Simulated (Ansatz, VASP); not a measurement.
## LiCl: VASP beside Ansatz

POSCAR

```
LiCl
1.0
    0.0000000000      2.5560369926      2.6071577324
    2.5560369926      0.0000000000      2.6071577324
    2.5560369926      2.5560369926      0.0000000000
Li Cl
1 1
Direct
    0.0000000000      0.0000000000      0.0000000000
    0.5000000000      0.5000000000      0.5000000000
```

INCAR.step1

```
SYSTEM = LiCl
PREC = Accurate
ENCUT = 520
EDIFF = 1E-5
ISMEAR = 0
SIGMA = 0.01
LREAL = .FALSE.
LASPH = .TRUE.
NELM = 100
ALGO = Normal
ISIF = 2
LWAVE = .TRUE.
GGA = PE
NBANDS = 12
```

File INCAR.step2:

```
SYSTEM = LiCl
PREC = Accurate
ENCUT = 520
EDIFF = 1E-6
ISMEAR = 0
SIGMA = 0.01
LREAL = .FALSE.
LASPH = .TRUE.
NELM = 100
ALGO = Normal
ISIF = 2
LWAVE = .FALSE.
LCHARG = .TRUE.
GGA = PE
LHFCALC = .TRUE.
HFSCREEN = 0.2079
PRECFOCK = Normal
LELF = .TRUE.
LVHAR = .TRUE.
ISTART = 1
NBANDS = 12
```

The input KPOINTS:

```
Automatic mesh
0
G
  6 6 6
  0 0 0
```

Input for Ansatz:

```yaml
crystal:
  lattice:
    - [0.0, 2.5560369926, 2.6071577324]
    - [2.5560369926, 0.0, 2.6071577324]
    - [2.5560369926, 2.5560369926, 0.0]
  atoms:
    - { symbol: Li, position: [0.0, 0.0, 0.0] }
    - { symbol: Cl, position: [0.5, 0.5, 0.5] }
kpoints:
  mp_grid: { grid: [6, 6, 6] }
  band_path:
    path:
      - [0.0, 0.0, 0.0]
      - [0.5, 0.0, 0.5]
      - [0.625, 0.25, 0.625]
      - [0.375, 0.375, 0.75]
      - [0.5, 0.5, 0.5]
      - [0.5, 0.25, 0.75]
    npoints: 1
hamiltonian:
  xc: hse06
scf:
  occupations: { method: fixed }
  n_extra_bands: 4
output:
  forces: true
  stress: true
  eigenvalues: true
  write_density: true
  write_potential: true
  elf: true
  volumetric_format: npy
```

Change from the starting cell: uniaxial_z strain +2.0%.

Alike in both runs: task single point; functional HSE06; k mesh 6 × 6 × 6; no spin polarisation.

```csv
,VASP,Ansatz
version,VASP 6.6.1,Ansatz 0.2.0
potentials or method,"VASP PAW PBE potentials, release 64 (Li_sv, Cl)","plane waves, PAW"
plane-wave cutoff (eV),520,420
occupations,"gaussian, width 0.01 eV",fixed
valence electrons in the cell,10,10
```

|  | VASP | Ansatz | Ansatz less VASP |
| --- | --- | --- | --- |
| gap on the k mesh at the Fermi level (eV) | 7.64 | 7.63 | -0.006 |

Ansatz's warnings: stress exchange threshold loose, stress scf threshold loose.

Noted on VASP's run: the cutoff is under 1.25 times that of the potentials, so the pressure is a little rough.
